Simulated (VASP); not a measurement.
Here is a VASP 6.6.1 calculation.

INCAR

```
SYSTEM = TaSi5B2
PREC = Accurate
ENCUT = 500
EDIFF = 1E-7
ISMEAR = 0
SIGMA = 0.2
LREAL = .False.
LASPH = .True.
NELM = 120
ALGO = Normal
ISIF = 3
LWAVE = .False.
LCHARG = .False.
GGA = PE
IBRION = 2
NSW = 36
EDIFFG = -0.08
GGA_COMPAT = .False.
NELMIN = 4
```

File KPOINTS:

```
Automatic mesh
0
Gamma
  4 4 4
  0 0 0
```

POSCAR

```
TaSi5B2
1.0
    0.0000000000      3.7602355000      3.7602355000
    3.7602355000      0.0000000000      3.7602355000
    3.7602355000      3.7602355000      0.0000000000
Ta Si B
1 5 2
Direct
    0.5000000000      0.5000000000      0.5000000000
    0.8744373100      0.8744373100      0.8744373100
    0.8744373100      0.8744373100      0.3766880700
    0.8744373100      0.3766880700      0.8744373100
    0.3766880700      0.8744373100      0.8744373100
    0.7500000000      0.7500000000      0.7500000000
    0.2500000000      0.2500000000      0.2500000000
    0.0000000000      0.0000000000      0.0000000000
```

Potentials or basis: VASP PAW PBE potentials, release 64 (Ta_pv, Si, B).

Launch:

```sh
$ cat potpaw_PBE.64/Ta_pv/POTCAR potpaw_PBE.64/Si/POTCAR potpaw_PBE.64/B/POTCAR > POTCAR
$ mpirun -np 1 vasp_std > vasp.out
```

(1) Estimate the relaxed cell.

(2) Predict the band gap on the k mesh.

(3) What does it give for the space group after relaxing (to 0.1 Å)?

(4) Estimate the relaxed volume.

Results:

(1) a = 6.495 Å, b = 6.495 Å, c = 6.495 Å, α = 60.00°, β = 60.00°, γ = 60.00°.

(2) zero (an odd number of electrons rules out a gap without spin polarisation).

(3) F-43m (No. 216).

(4) 24.22 Å³/atom.

Caveat: the k points lie up to 0.30 Å⁻¹ apart in the final cell, too coarse for converged energies and pressures of a metal; the volume moved by over 15 % at a fixed basis, so the end points are rough; spin-orbit coupling is left out, which moves the levels of the heavy elements.
